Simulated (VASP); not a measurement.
# W (a cell with a defect) in VASP: further runs

The runs below take W (a cell with a defect) through single point, with PBE+D3(BJ).

Everything below comes from runs of VASP 6.6.1. Logs are shortened: lines on timing, memory, paths and dates and some standing lists are left out, and cuts for length are marked.

### Step 1. The cell of the first run

The cell holds a defect, 15 atoms: a = 6.320 Å, b = 6.320 Å, c = 6.320 Å, α = 90.00°, β = 90.00°, γ = 90.00°.

### Step 2. Single point, PBE+D3(BJ)

The input, INCAR:

```
ALGO = Normal
EDIFF = 1E-6
ENCUT = 520
GGA = PE
ISIF = 2
ISMEAR = 0
IVDW = 12
LASPH = T
LCHARG = F
LREAL = Auto
LWAVE = F
NBANDS = 118
NELM = 80
PREC = Accurate
SIGMA = 0.05
```

The input, KPOINTS:

```
k-points
0
Gamma
  3 3 3
```

The input, POSCAR:

```
W
1.0
    6.3200000000      0.0000000000      0.0000000000
    0.0000000000      6.3200000000      0.0000000000
    0.0000000000      0.0000000000      6.3200000000
W
15
Direct
   -0.1036398734      0.1027946203      0.1020011076
    0.4930185127     -0.0017267405     -0.0025162975
    0.0008935127      0.5063292722     -0.0025428797
    0.0008482595     -0.0017140823      0.5052419304
    0.2571865506      0.2565740506      0.2557202532
    0.5033386076      0.4958009494      0.0037389241
    0.5032944620      0.0045450949      0.4950517405
   -0.0053979430      0.4958155063      0.4950215190
    0.2450197785      0.7541585443      0.2510865506
    0.2450587025      0.2518653481      0.7532841772
    0.4963155063      0.5027772152      0.5020648734
    0.7426093354      0.7420518987      0.2557261076
    0.7426227848      0.2565648734      0.7411403481
    0.2440308544      0.7550579114      0.7543327532
    0.7472727848      0.7541473101      0.7533148734
```

Potentials or basis: VASP PAW PBE potentials, release 64 (W_sv).

Run with:

```bash
cat potpaw_PBE.64/W_sv/POTCAR > POTCAR
mpirun -np 1 vasp_std > vasp.out
```

OUTCAR:

```text
EDIFF = 1E-6
   ENCUT = 520
   GGA = PE
   ISIF = 2
   ISMEAR = 0
   IVDW = 12
   LASPH = T
   LREAL = Auto
   NELM = 80
   PREC = Accurate
 IVDW          = 12

 ion  position               nearest neighbor table
   1  0.896  0.103  0.102-  12 2.66   5 2.66  13 2.66   4 2.71   2 2.71   3 2.72   9 3.26  15 3.26
                            10 3.26
   2  0.493  0.998  0.997-  14 2.68  15 2.71   1 2.71   9 2.72  10 2.72   5 2.75  12 2.79  13 2.79
                             6 3.15   7 3.15   7 3.18   6 3.18
   3  0.001  0.506  0.997-  14 2.68  10 2.71   1 2.72  15 2.72   9 2.72  12 2.75   5 2.79  13 2.79
                             6 3.15   8 3.15   8 3.18   6 3.18
   4  0.001  0.998  0.505-  14 2.68   9 2.71   1 2.71  15 2.72  10 2.72  13 2.75  12 2.79   5 2.79
                             8 3.15   7 3.15   7 3.18   8 3.18
   5  0.257  0.257  0.256-   1 2.66  11 2.67   6 2.69   7 2.69   8 2.71   2 2.75   4 2.79   3 2.79
                            10 3.15   9 3.15   9 3.18  10 3.18
   6  0.503  0.496  0.004-   5 2.69  12 2.69  13 2.71  10 2.75  15 2.75   9 2.79  14 2.80   2 3.15
                             3 3.15  11 3.15  11 3.17   3 3.18   2 3.18
   7  0.503  0.005  0.495-  13 2.69   5 2.69  12 2.71   9 2.75  15 2.75  10 2.79  14 2.80   4 3.15
                             2 3.15  11 3.15  11 3.17   2 3.18   4 3.18
   8  0.995  0.496  0.495-  13 2.69  12 2.69   5 2.71  10 2.75   9 2.75  15 2.79  14 2.80   4 3.15
                             3 3.15  11 3.15  11 3.17   3 3.18   4 3.18
   9  0.245  0.754  0.251-   4 2.71   3 2.72   2 2.72   7 2.75   8 2.75  11 2.75   6 2.79  14 3.14
                             5 3.15  12 3.15  12 3.18   5 3.18  14 3.18   1 3.26
  10  0.245  0.252  0.753-   3 2.71   2 2.72   4 2.72   8 2.75   6 2.75  11 2.75   7 2.79  14 3.14
                             5 3.15  13 3.15   5 3.18  13 3.18  14 3.18   1 3.26
  11  0.496  0.503  0.502-  13 2.67   5 2.67  12 2.67  10 2.75  15 2.75   9 2.75  14 2.76   7 3.15
                             8 3.15   6 3.15   6 3.17   8 3.17   7 3.17
  12  0.743  0.742  0.256-   1 2.66  11 2.67   6 2.69   8 2.69   7 2.71   3 2.75   4 2.79   2 2.79
                            15 3.15   9 3.15   9 3.18  15 3.18
  13  0.743  0.257  0.741-   1 2.66  11 2.67   8 2.69   7 2.69   6 2.71   4 2.75   2 2.79   3 2.79
                            10 3.15  15 3.15  15 3.18  10 3.18
  14  0.244  0.755  0.754-   3 2.68   2 2.68   4 2.68  11 2.76   6 2.80   8 2.80   7 2.80   9 3.14
                            15 3.14  10 3.14  10 3.18  15 3.18   9 3.18
  15  0.747  0.754  0.753-   2 2.71   3 2.72   4 2.72   7 2.75   6 2.75  11 2.75   8 2.79  14 3.14
                            13 3.15  12 3.15  12 3.18  13 3.18  14 3.18   1 3.26

  LATTYP: Found a simple cubic cell.
 ALAT       =     6.3200000000

  Lattice vectors:

 A1 = (   6.3200000000,   0.0000000000,   0.0000000000)
 A2 = (   0.0000000000,   6.3200000000,   0.0000000000)
 A3 = (   0.0000000000,   0.0000000000,   6.3200000000)

Analysis of symmetry for initial positions (statically):
=====================================================================
 Subroutine PRICEL returns:
 Original cell was already a primitive cell.

 Routine SETGRP: Setting up the symmetry group for a
 simple cubic supercell.

 Subroutine GETGRP returns: Found  1 space group operations
 (whereof  1 operations were pure point group operations)
 out of a pool of 48 trial point group operations.

The static configuration has the point symmetry C_1 .

Analysis of symmetry for dynamics (positions and initial velocities):
=====================================================================
 Subroutine PRICEL returns:
 Original cell was already a primitive cell.

 Routine SETGRP: Setting up the symmetry group for a
 simple cubic supercell.

 Subroutine GETGRP returns: Found  1 space group operations
 (whereof  1 operations were pure point group operations)
 out of a pool of 48 trial point group operations.

The dynamic configuration has the point symmetry C_1 .

 Subroutine INISYM returns: Found  1 space group operations
 (whereof  1 operations are pure point group operations),
 and found     1 'primitive' translations

----------------------------------------------------------------------------------------

                                     Primitive cell

  volume of cell :     252.4360

  direct lattice vectors                    reciprocal lattice vectors
     6.320000000  0.000000000  0.000000000     0.158227848  0.000000000  0.000000000
     0.000000000  6.320000000  0.000000000     0.000000000  0.158227848  0.000000000
[... 70 lines left out ...]
  0.000000  0.333333  0.000000      2.000000
  0.000000  0.000000  0.333333      2.000000
  0.333333  0.333333  0.000000      2.000000
  0.000000  0.333333  0.333333      2.000000
  0.333333  0.000000  0.333333      2.000000
 -0.333333  0.333333  0.000000      2.000000
 -0.333333  0.000000  0.333333      2.000000
  0.000000 -0.333333  0.333333      2.000000
  0.333333  0.333333  0.333333      2.000000
 -0.333333  0.333333  0.333333      2.000000
 -0.333333 -0.333333  0.333333      2.000000
  0.333333 -0.333333  0.333333      2.000000
   k-points           NKPTS =     14   k-points in BZ     NKDIM =     14   number of bands    NBANDS=    118
   number of dos      NEDOS =    301   number of ions     NIONS =     15
   total plane-waves  NPLWV = 110592
   dimension x,y,z NGX =    48 NGY =   48 NGZ =   48
   dimension x,y,z NGXF=    96 NGYF=   96 NGZF=   96
   ions per type =              15
   NGX,Y,Z   is equivalent  to a cutoff of  12.63, 12.63, 12.63 a.u.
   NGXF,Y,Z  is equivalent  to a cutoff of  25.25, 25.25, 25.25 a.u.
 SYSTEM =  unknown system
   PREC   = accura    normal or accurate (medium, high low for compatibility)
   ISTART =      0    job   : 0-new  1-cont  2-samecut
   ICHARG =      2    charge: 1-file 2-atom 10-const
   ISPIN  =      1    spin polarized calculation?
   LNONCOLLINEAR =      F non collinear calculations
   LSORBIT =      F    spin-orbit coupling
   LASPH  =      T    aspherical Exc in radial PAW
   ENCUT  =  520.0 eV  38.22 Ry    6.18 a.u.  11.75 11.75 11.75*2*pi/ulx,y,z
   NELM   =     80;   NELMIN=  2; NELMDL= -5     # of ELM steps
   EDIFF  = 0.1E-05   stopping-criterion for ELM
   LREAL  =      T    real-space projection
   EDIFFG = 0.1E-04   stopping-criterion for IOM
   NSW    =      0    number of steps for IOM
   IBRION =     -1    ionic relax: 0-MD 1-quasi-New 2-CG
   NFREE  =      0    steps in history (QN), initial steepest desc. (CG)
   ISIF   =      2    stress and relaxation
   ISYM   =      2    0-nonsym 1-usesym 2-fastsym
   POTIM  = 0.5000    time-step for ionic-motion
   TEBEG  =    0.0;   TEEND  =   0.0 temperature during run
   PSTRESS=    0.0 pullay stress
   NELECT =     210.0000    total number of electrons
   NUPDOWN=      -1.0000    fix difference up-down
   EMIN   =  10.00;   EMAX   =-10.00  energy-range for DOS
   EFERMI =   0.00;   METHOD = LEGACY
   ISMEAR =     0;   SIGMA  =   0.05  broadening in eV -4-tet -1-fermi 0-gaus
   EFERMI_NEDOS =   21; number of points for ismear=-14 and -15
   IALGO  =     38    algorithm
   IMIX   =      4    mixing-type and parameters
     AMIX     =   0.40;   BMIX     =  1.00
     AMIX_MAG =   1.60;   BMIX_MAG =  1.00
  volume/ion in A,a.u.               =      16.83       113.57
  Fermi-wavevector in a.u.,A,eV,Ry     =   1.539681  2.909576 32.254225  2.370619
  Thomas-Fermi vector in A             =   2.645875
   LORBIT       =      0    0 simple, 1 ext, 2 COOP (PROOUT), +10 PAW based schemes
   GGA     = PE    functional components
   LHFCALC =     F    Hartree Fock is set to
   AEXX    =    0.0000 exact exchange contribution
   IVDW    =    12    specifies the selected vdW correction
   LEPSILON=     F    determine dielectric tensor
   LRPA    =     F    only Hartree local field effects (RPA)
 non-spin polarized calculation
 Gauss-broadening in eV      SIGMA  =   0.05
  energy-cutoff  :      520.00
  volume of cell :      252.44
 maximum number of plane-waves:      6859
   NGX = 23   NGY = 23   NGZ = 23

 number of electron     210.0000012 magnetization

 Free energy of the ion-electron system (eV)
  ---------------------------------------------------
  ext. energy  EPLUGINS =         0.00000000
  ---------------------------------------------------
  free energy    TOTEN  =      -189.28867550 eV

  energy without entropy =     -189.27761729  energy(sigma->0) =     -189.28314639

 E-fermi :  10.3222     XC(G=0): -13.2318

 val. band max:       10.2549073273   @ k =   0.0000   0.3333   0.0000
 cond. band min:      10.3487537148   @ k =  -0.3333   0.0000   0.3333
 fundamental gap:      0.0938463876
 Fermi energy:        10.3221557345

 k-point     1 :       0.0000    0.0000    0.0000
  band No.  band energies     occupation
      1     -63.8442      2.00000
      2     -63.6149      2.00000
      3     -63.5551      2.00000
      4     -63.5551      2.00000
      5     -63.5494      2.00000
      6     -63.5493      2.00000
[... 1669 lines left out ...]
    116      12.3842      0.00000
    117      12.5107      0.00000
 [bands above 117 left out]

------------------------ aborting loop because EDIFF is reached ----------------------------------------

 Edisp (eV)   -9.80839

 E8    (eV) :    -5.0271

  FORCE on cell =-STRESS in cart. coord.  units (eV):
  Direction    XX          YY          ZZ          XY          YZ          ZX
  --------------------------------------------------------------------------------------
  -------------------------------------------------------------------------------------
  Total      -8.66411    -8.67447    -8.65815     3.50500    -3.50799     3.49779
  in kB     -54.98992   -55.05570   -54.95213    22.24578   -22.26474    22.20001
  external pressure =      -55.00 kB  Pullay stress =        0.00 kB

 VOLUME and BASIS-vectors are now :
 -----------------------------------------------------------------------------
  energy-cutoff  :      520.00
  volume of cell :      252.44
      direct lattice vectors                 reciprocal lattice vectors
     6.320000000  0.000000000  0.000000000     0.158227848  0.000000000  0.000000000
     0.000000000  6.320000000  0.000000000     0.000000000  0.158227848  0.000000000
     0.000000000  0.000000000  6.320000000     0.000000000  0.000000000  0.158227848

 POSITION                                       TOTAL-FORCE (eV/Angst)
 -----------------------------------------------------------------------------------
      5.66500      0.64966      0.64465        -0.011282      0.021318      0.006490
      3.11588      6.30909      6.30410        -0.019306     -0.013108     -0.016078
      0.00565      3.20000      6.30393         0.012572      0.001980     -0.013993
      0.00536      6.30917      3.19313         0.018153     -0.015485      0.027604
      1.62542      1.62155      1.61615        -0.000390      0.003472      0.002004
      3.18110      3.13346      0.02363         0.004658     -0.000190     -0.007410
      3.18082      0.02872      3.12873         0.002914     -0.009902     -0.004338
      6.28589      3.13355      3.12854         0.009387      0.000477     -0.005622
      1.54853      4.76628      1.58687         0.002154     -0.000842     -0.004536
      1.54877      1.59179      4.76076        -0.006196     -0.004599      0.004881
      3.13671      3.17755      3.17305         0.004542      0.005055     -0.007083
      4.69329      4.68977      1.61619        -0.007884     -0.012243      0.007606
      4.69338      1.62149      4.68401        -0.002248      0.003307      0.003568
      1.54227      4.77197      4.76738        -0.011691      0.020810      0.007658
      4.72276      4.76621      4.76095         0.004615     -0.000051     -0.000751
 -----------------------------------------------------------------------------------
    total drift:                                0.003798     -0.002410     -0.002036

  FREE ENERGIE OF THE ION-ELECTRON SYSTEM (eV)
  ---------------------------------------------------
  free  energy   TOTEN  =      -199.0970654297 eV

  energy  without entropy=     -199.0860072141  energy(sigma->0) =     -199.09153632
```

Wall time 10 min (1 thread of AMD EPYC 7R13 (Zen 3), shared host); peak memory 0.44 GiB.

Results:

| Property | Result |
| --- | --- |
| Free energy | -199.0971 eV |
| Pressure | -5.5 GPa |
| Largest force | 0.036 eV/Å |
| Band gap on the k mesh | zero (band 105 reaches 10.38 eV, above the bottom of band 106 at 10.35 eV) |
| Dispersion energy per atom | -0.654 eV |

Forces on the atoms (eV/Å):
```
W   -0.011  0.021  0.006
W   -0.019 -0.013 -0.016
W    0.013  0.002 -0.014
W    0.018 -0.015  0.028
W    0.000  0.003  0.002
W    0.005  0.000 -0.007
W    0.003 -0.010 -0.004
W    0.009  0.000 -0.006
W    0.002 -0.001 -0.005
W   -0.006 -0.005  0.005
W    0.005  0.005 -0.007
W   -0.008 -0.012  0.008
W   -0.002  0.003  0.004
W   -0.012  0.021  0.008
W    0.005  0.000 -0.001
```

Caveat: spin-orbit coupling is left out, which moves the levels of the heavy elements.

### Step 3. Single point, PBE+D3(BJ)

The input, INCAR:

```
PREC     = Accurate       # precision mode
ENCUT    = 400            # plane-wave cutoff, eV
EDIFF    = 1E-6           # SCF threshold, eV
ISMEAR   = 0              # smearing method
SIGMA    = 0.05           # smearing width, eV
LREAL    = False          # projectors in reciprocal space
LASPH    = True           # aspherical terms in the spheres
NELM     = 120            # most SCF steps
ALGO     = Normal         # electronic algorithm
ISIF     = 2              # what is computed and relaxed
LWAVE    = False          # write WAVECAR
LCHARG   = True           # write CHGCAR
GGA      = PE             # functional
IVDW     = 12             # dispersion correction
LELF     = True           # ELF
LVHAR    = True         
NBANDS   = 118            # bands
GGA_COMPAT= False
```

The input, KPOINTS:

```
Automatic mesh
0
Gamma
  3 3 3
```

The input, POSCAR:

```
W
1.0
    6.3200000000      0.0000000000      0.0000000000
    0.0000000000      6.3200000000      0.0000000000
    0.0000000000      0.0000000000      6.3200000000
W
15
Direct
   -0.0530976266      0.0517808544      0.0506566456
    0.4935639241     -0.0022579114     -0.0034860759
    0.0010090190      0.5052365506     -0.0034957278
    0.0009946203     -0.0022569620      0.5039283228
    0.2541281646      0.2561563291      0.2548813291
    0.5016085443      0.4971314873     -0.0001180380
    0.5016121835      0.0011196203      0.4959020570
   -0.0023688291      0.4971319620      0.4959063291
    0.2459417722      0.7528188291      0.2497370253
    0.2459596519      0.2509556962      0.7515512658
    0.5013186709      0.4974286392      0.4961968354
    0.7425936709      0.7446648734      0.2549080696
    0.7426367089      0.2561400316      0.7433742089
    0.2450276899      0.7537001582      0.7524905063
    0.7477794304      0.7528126582      0.7515661392
```

Potentials or basis: VASP PAW PBE potentials, release 64 (W_sv).

Run with:

```bash
cat potpaw_PBE.64/W_sv/POTCAR > POTCAR
mpirun -np 1 vasp_std > vasp.out
```

OUTCAR:

```text
PREC = Accurate
   ENCUT = 400
   EDIFF = 1E-6
   ISMEAR = 0
   LREAL = False
   LASPH = True
   NELM = 120
   ISIF = 2
   GGA = PE
   IVDW = 12
 IVDW          = 12

 ion  position               nearest neighbor table
   1  0.947  0.052  0.051-  12 2.66   5 2.67  13 2.67   4 2.91   2 2.91   3 2.91   9 2.95  15 2.95
                            10 2.95  14 3.26   3 3.49   2 3.49   4 3.49
   2  0.494  0.998  0.997-  14 2.69  15 2.72   9 2.72  10 2.72   5 2.76  12 2.78  13 2.78   1 2.91
                             7 3.16   6 3.16   6 3.16   7 3.16   1 3.49
[... 1931 lines left out ...]
  volume of cell :      252.44
      direct lattice vectors                 reciprocal lattice vectors
     6.320000000  0.000000000  0.000000000     0.158227848  0.000000000  0.000000000
     0.000000000  6.320000000  0.000000000     0.000000000  0.158227848  0.000000000
     0.000000000  0.000000000  6.320000000     0.000000000  0.000000000  0.158227848

 POSITION                                       TOTAL-FORCE (eV/Angst)
 -----------------------------------------------------------------------------------
      5.98442      0.32725      0.32015         1.352855     -1.346043     -1.356491
      3.11932      6.30573      6.29797        -0.089217      0.122435      0.119398
      0.00638      3.19309      6.29791        -0.122545      0.084259      0.121885
      0.00629      6.30574      3.18483        -0.119012      0.121679      0.091400
      1.60609      1.61891      1.61085        -0.209308      0.096438      0.099357
      3.17017      3.14187      6.31925        -0.151453      0.153596      0.024769
      3.17019      0.00708      3.13410        -0.153604      0.026908      0.153149
      6.30503      3.14187      3.13413        -0.025646      0.153815      0.151280
      1.55435      4.75781      1.57834        -0.082623      0.081819      0.079818
      1.55447      1.58604      4.74980        -0.083941      0.080610      0.084228
      3.16833      3.14375      3.13596         0.037141     -0.036377     -0.037307
      4.69319      4.70628      1.61102        -0.097290      0.203023      0.098212
      4.69346      1.61880      4.69813        -0.099307      0.097269      0.211844
      1.54858      4.76338      4.75574        -0.075914      0.078422      0.075401
      4.72597      4.75778      4.74990        -0.080135      0.082147      0.083058
 -----------------------------------------------------------------------------------
    total drift:                                0.000375      0.000196      0.000155

  FREE ENERGIE OF THE ION-ELECTRON SYSTEM (eV)
  ---------------------------------------------------
  free  energy   TOTEN  =      -199.8369286539 eV

  energy  without entropy=     -199.8280450630  energy(sigma->0) =     -199.83248686
```

OSZICAR:

```text
N       E                     dE             d eps       ncg     rms          rms(c)
DAV:   1     0.292778264437E+04    0.29278E+04   -0.10488E+05  3304   0.177E+03
DAV:   2     0.401482003889E+02   -0.28876E+04   -0.28401E+04  3304   0.633E+02
DAV:   3    -0.185866871485E+03   -0.22602E+03   -0.21370E+03  3932   0.155E+02
DAV:   4    -0.198699779506E+03   -0.12833E+02   -0.12124E+02  3872   0.295E+01
DAV:   5    -0.199259017442E+03   -0.55924E+00   -0.55136E+00  4120   0.549E+00    0.764E+01
DAV:   6    -0.192053883254E+03    0.72051E+01   -0.14463E+01  4032   0.182E+01    0.310E+01
DAV:   7    -0.191630495639E+03    0.42339E+00   -0.19959E+01  4184   0.186E+01    0.721E+00
DAV:   8    -0.190055788109E+03    0.15747E+01   -0.55866E+00  4024   0.887E+00    0.210E+00
DAV:   9    -0.190048778142E+03    0.70100E-02   -0.44121E-01  4008   0.325E+00    0.140E+00
DAV:  10    -0.190035677522E+03    0.13101E-01   -0.10966E-01  4176   0.200E+00    0.589E-01
DAV:  11    -0.190030007662E+03    0.56699E-02   -0.31093E-02  4112   0.105E+00    0.295E-01
DAV:  12    -0.190029573157E+03    0.43450E-03   -0.46205E-03  4328   0.377E-01    0.138E-01
DAV:  13    -0.190029577221E+03   -0.40634E-05   -0.83430E-04  4160   0.149E-01    0.798E-02
DAV:  14    -0.190029568766E+03    0.84545E-05   -0.18582E-04  4224   0.828E-02    0.429E-02
DAV:  15    -0.190029555211E+03    0.13555E-04   -0.31355E-05  4216   0.351E-02    0.109E-02
DAV:  16    -0.190029553233E+03    0.19775E-05   -0.54945E-06  3136   0.140E-02    0.409E-03
DAV:  17    -0.190029552611E+03    0.62276E-06   -0.98718E-07  2040   0.662E-03
   1 F= -.19983693E+03 E0= -.19983249E+03  d E =-.888359E-02
```

Wall time 3.9 min (1 thread of Intel Xeon 6975P-C (Granite Rapids), shared host); peak memory 0.35 GiB.

Results:

- Free energy: -199.8369 eV
- Pressure: -6.3 GPa
- Largest force: 2.341 eV/Å
- Band gap on the k mesh: zero (band 105 reaches 10.34 eV, above the bottom of band 106 at 10.17 eV)
- Dispersion energy per atom: -0.654 eV

Forces on the atoms (eV/Å):
```
W    1.353 -1.346 -1.356
W   -0.089  0.122  0.119
W   -0.123  0.084  0.122
W   -0.119  0.122  0.091
W   -0.209  0.096  0.099
W   -0.151  0.154  0.025
W   -0.154  0.027  0.153
W   -0.026  0.154  0.151
W   -0.083  0.082  0.080
W   -0.084  0.081  0.084
W    0.037 -0.036 -0.037
W   -0.097  0.203  0.098
W   -0.099  0.097  0.212
W   -0.076  0.078  0.075
W   -0.080  0.082  0.083
```

Caveat: spin-orbit coupling is left out, which moves the levels of the heavy elements.
